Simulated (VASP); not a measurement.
A run of VASP 6.6.1:

INCAR

```
PREC = Accurate
ENCUT = 400
EDIFF = 1E-6
ISMEAR = 0
SIGMA = 0.02
LREAL = False
LASPH = True
NELM = 120
ALGO = Normal
ISIF = 2
LWAVE = False
LCHARG = False
LDIPOL = True
IDIPOL = 3
DIPOL = 0.5 0.5 0.500
GGA = PE
IVDW = 12
NBANDS = 22
GGA_COMPAT = False
NELMDL = -8
```

File KPOINTS:

```
regular mesh
0
Gamma
  9 9 1
```

Contents of POSCAR:

```
As
1.0
    3.5001913585      0.0000000000      0.0000000000
   -1.7500956792      3.0931169740      0.0000000000
    0.0000000000      0.0000000000     28.5742411176
As
2
Direct
    0.3339680196      0.6679360392      0.4753692260
    0.6660319804      0.3320639608      0.5246307740
```

Potentials or basis: VASP PAW PBE potentials, release 64 (As_d).

Command:

```bash
$ cat potpaw_PBE.64/As_d/POTCAR > POTCAR
$ mpirun -np 1 vasp_std > vasp.out
```

Hardware: 1 thread of Intel(R) Xeon(R) 6975P-C (Granite Rapids), on a shared host.

Q: Estimate the wall time of this run.

A: It took 81 s on 1 thread of Intel(R) Xeon(R) 6975P-C (Granite Rapids), with other jobs on the host, peak memory 0.37 GiB. Counts: scf iterations 23, k points 25.
